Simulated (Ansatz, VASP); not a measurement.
One calculation of SrCl2, two programs

```
Sr Cl
1.0
     0.00000    3.49979    3.67233
     3.49979    0.00000    3.67233
     3.49979    3.49979    0.00000
Sr Cl
1 2
Direct
  0.00000 0.00000 0.00000
  0.25000 0.25000 0.25000
  0.75000 0.75000 0.75000
```

Alike in both runs: task single point; functional PBE; k mesh 6 × 6 × 6; occupations gaussian, width 0.05 eV; no spin polarisation.

```csv
,VASP,Ansatz
version,VASP 6.6.1,Ansatz 0.2.0
potentials or method,"VASP PAW PBE potentials, release 64 (Sr_sv, Cl), cutoff 520 eV","scalar-relativistic, plane waves, PAW"
valence electrons in the cell,24,24
```

```tsv
	VASP	Ansatz	Ansatz less VASP
gap on the k mesh at the Fermi level (eV)	4.96	4.96	+0.003
least direct gap on the mesh (eV)	5.25	5.25	+0.001
pressure (GPa)	-0.9	-0.9	-0.06
traceless stress, the component that is largest in VASP (GPa)	-1.51	-1.52	-0.008
```
